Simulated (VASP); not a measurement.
Wanted: the native input for a VASP 6.6.1 run.

```
Task                   : relaxation of cell and atoms
Functional             : PBEsol
Potentials or basis    : VASP PAW PBE potentials, release 64 (Zn, S)
Cutoff                 : 600 eV
k mesh                 : 10 × 10 × 10
Occupations            : gaussian, width 0.02 eV
Spin                   : no spin polarisation
Dipole correction      : no
Further INCAR settings : ALGO = Normal; EDIFF = 1e-06; IBRION = 2; EDIFFG = -0.005; NSW = 70; ISIF = 3
```

The structure of ZnS lies in POSCAR:

```
ZnS
1.0
    0.0000000000      2.7214810267      2.7214810267
    2.7214810267      0.0000000000      2.7214810267
    2.7214810267      2.7214810267      0.0000000000
Zn S
1 1
Direct
    0.2500000000      0.2500000000      0.2500000000
    0.0000000000      0.0000000000      0.0000000000
```

These files were run (other wordings do the same):

INCAR

```
SYSTEM = ZnS
ALGO     = Normal         ! electronic algorithm
EDIFF    = 1E-6           ! SCF threshold, eV
EDIFFG   = -0.005         ! ionic threshold
ENCUT    = 600            ! plane-wave cutoff, eV
GGA      = PS             ! functional
IBRION   = 2              ! ionic algorithm
ISIF     = 3              ! what is computed and relaxed
ISMEAR   = 0              ! smearing method
LASPH    = .TRUE.         ! aspherical terms in the spheres
LCHARG   = .FALSE.        ! write CHGCAR
LREAL    = .FALSE.        ! projectors in reciprocal space
LWAVE    = .FALSE.        ! write WAVECAR
NELM     = 100            ! most SCF steps
NSW      = 70             ! ionic steps
PREC     = Accurate       ! precision mode
SIGMA    = 0.02           ! smearing width, eV
```

KPOINTS

```
k-points
0
G
  10 10 10
  0 0 0
```

Potentials or basis: VASP PAW PBE potentials, release 64 (Zn, S).

Launch:

```console
$ cat potpaw_PBE.64/Zn/POTCAR potpaw_PBE.64/S/POTCAR > POTCAR
$ mpirun -np 1 vasp_std > vasp.out
```

It gave:

```yaml
Relaxed_volume: 19.28 Å³/atom
Relaxed_cell: a = 3.792 Å, b = 3.792 Å, c = 3.792 Å, α = 60.00°, β = 60.00°, γ = 60.00°
Space_group_after_relaxing_to_0.05_Å: F-43m (No. 216)
Energy_gained_by_relaxing: 9.5 meV/atom
Ionic_steps: 5
Pressure_after_relaxing: 0.0 GPa
Band_gap_on_the_k_mesh: 2.08 eV, direct
```

Caveat: the PAW data sets were made with another functional, which shifts forces and pressure a little.

Wall time 54 s on 1 thread of Intel(R) Xeon(R) Platinum 8488C (Sapphire Rapids), on a shared host, peak memory 0.19 GiB.
